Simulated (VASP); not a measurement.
Set up this calculation in VASP 6.6.1, as the native input.

| Quantity | Value |
| --- | --- |
| Task | single point |
| Functional | BLYP |
| Dispersion | D3(BJ) |
| Potentials or basis | VASP PAW PBE potentials, release 64 (Ag) |
| Cutoff | 500 eV |
| k mesh | 11 × 11 × 11 |
| Occupations | gaussian, width 0.05 eV |
| Spin | collinear spin, zero start |
| Starting moments | [0.0] μB |
| Fixed moment | 0 μB |
| Dipole correction | no |
| Further INCAR settings | ALGO = Normal; EDIFF = 1e-06; NBANDS = 16 |

The structure of Ag lies in POSCAR:

```
Ag
1.0
    0.0000000000      2.0696313722      2.0696313722
    2.0696313722      0.0000000000      2.0696313722
    2.0696313722      2.0696313722      0.0000000000
Ag
1
Direct
    0.0000000000      0.0000000000      0.0000000000
```

This cell differs from its parent crystal: volume scaled by 1.04.

These files were run (other wordings do the same):

INCAR

```
SYSTEM = Ag
  PREC = Accurate
  ENCUT = 500
  EDIFF = 1E-6
  ISMEAR = 0
  SIGMA = 0.05
  LREAL = .False.
  LASPH = .True.
  NELM = 200
  ALGO = Normal
  ISIF = 2
  LWAVE = .False.
  LCHARG = .False.
  ISPIN = 2
  MAGMOM = 0
  LORBIT = 11
  NUPDOWN = 0.0
  LMAXMIX = 4
  GGA = B5
  ALDAX = 1.0
  AGGAX = 1.0
  AGGAC = 1.0
  ALDAC = 0.0
  IVDW = 12
  VDW_S6 = 1.0
  VDW_S8 = 2.6996
  VDW_A1 = 0.4298
  VDW_A2 = 4.2359
  NBANDS = 16
  GGA_COMPAT = .False.
```

KPOINTS

```
Automatic mesh
0
Gamma
  11 11 11
  0 0 0
```

Potentials or basis: VASP PAW PBE potentials, release 64 (Ag).

Launch:

```bash
$ cat potpaw_PBE.64/Ag/POTCAR > POTCAR
$ mpirun -np 1 vasp_std > vasp.out
```

It gave:

```
Pressure                                              : -4.4 GPa
Net moment                                            : 0.00 μB per cell
Valence electrons inside the program's atomic spheres : Ag 9.87
Dispersion energy per atom                            : -1.292 eV
```

Caveat: the PAW data sets were made with another functional, which shifts forces and pressure a little; the total moment is fixed, so each spin has its own Fermi level.

Run time: 16 s on 1 thread of Intel(R) Xeon(R) Platinum 8375C CPU @ 2.90GHz (Ice Lake), with other jobs on the host, peak memory 0.17 GiB.
